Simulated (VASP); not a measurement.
A run of VASP 6.6.1 is set up as follows.

The input INCAR:

```
SYSTEM = C
PREC = Accurate
ENCUT = 520
EDIFF = 1E-7
ISMEAR = -1
SIGMA = 0.05
LREAL = .False.
LASPH = .True.
NELM = 60
ALGO = Normal
ISIF = 2
LWAVE = .False.
LCHARG = .True.
GGA = PE
LELF = .True.
LVHAR = .True.
NBANDS = 16
```

Contents of KPOINTS:

```
Automatic mesh
0
Gamma
  12 12 1
  0 0 0
```

Contents of POSCAR:

```
C
1.0
    2.4561701622      0.0000000000      0.0000000000
   -1.2280850811      2.1271057565      0.0000000000
    0.0000000000      0.0000000000     23.5238033600
C
4
Direct
    0.3333333333      0.6666666667      0.3188259945
    0.6666666667      0.3333333333      0.3188259945
    0.3333333333      0.6666666667      0.6811740055
    0.6666666667      0.3333333333      0.6811740055
```

Potentials or basis: VASP PAW PBE potentials, release 64 (C).

Launch:

```console
$ cat potpaw_PBE.64/C/POTCAR > POTCAR
$ mpirun -np 1 vasp_std > vasp.out
```

Question: Predict the band gap on the k mesh.

Answer: Zero (filled and empty bands touch).
